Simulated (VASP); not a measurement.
PtSe2, 3 atoms in the cell. The structure is trigonal, space group P-3m1 (No. 164). The conventional cell has a = 3.699 Å, b = 3.699 Å, c = 5.028 Å, α = 90.00°, β = 90.00°, γ = 120.00°. Pt (site symmetry -3m) has 6 Se at 2.48 Å within 3.3 Å. Within 3.3 Å of Se (site symmetry 3m) lie 3 Pt at 2.48 Å and 6 Se at 3.30 Å. 

| Property | Result |
| --- | --- |
| Program | VASP 6.6.1 |
| Task | single point |
| Functional | PBE |
| Potentials or basis | VASP PAW PBE potentials, release 64 (Pt, Se) |
| Cutoff | 520 eV |
| k mesh | 8 × 8 × 5 |
| Occupations | fermi-dirac, width 0.05 eV |
| Spin | non-collinear spin, zero start, spin-orbit coupling |
| Starting moments | [[0.0, 0.0, 0.0], [0.0, 0.0, 0.0], [0.0, 0.0, 0.0]] μB |
| Dipole correction | no |
| Further INCAR settings | ALGO = Normal; EDIFF = 1e-06; NBANDS = 35 |

Potentials or basis: VASP PAW PBE potentials, release 64 (Pt, Se).

Run with:

```sh
$ cat potpaw_PBE.64/Pt/POTCAR potpaw_PBE.64/Se/POTCAR > POTCAR
$ mpirun -np 1 vasp_ncl > vasp.out
```

Hardware: 1 thread of Intel(R) Xeon(R) 6975P-C (Granite Rapids), on a shared host.

Question: How long does it take, and how much memory?

Answer: It took 88 s on 1 thread of Intel(R) Xeon(R) 6975P-C (Granite Rapids), with other jobs on the host, peak memory 0.37 GiB. Counts: scf iterations 14, k points 40.
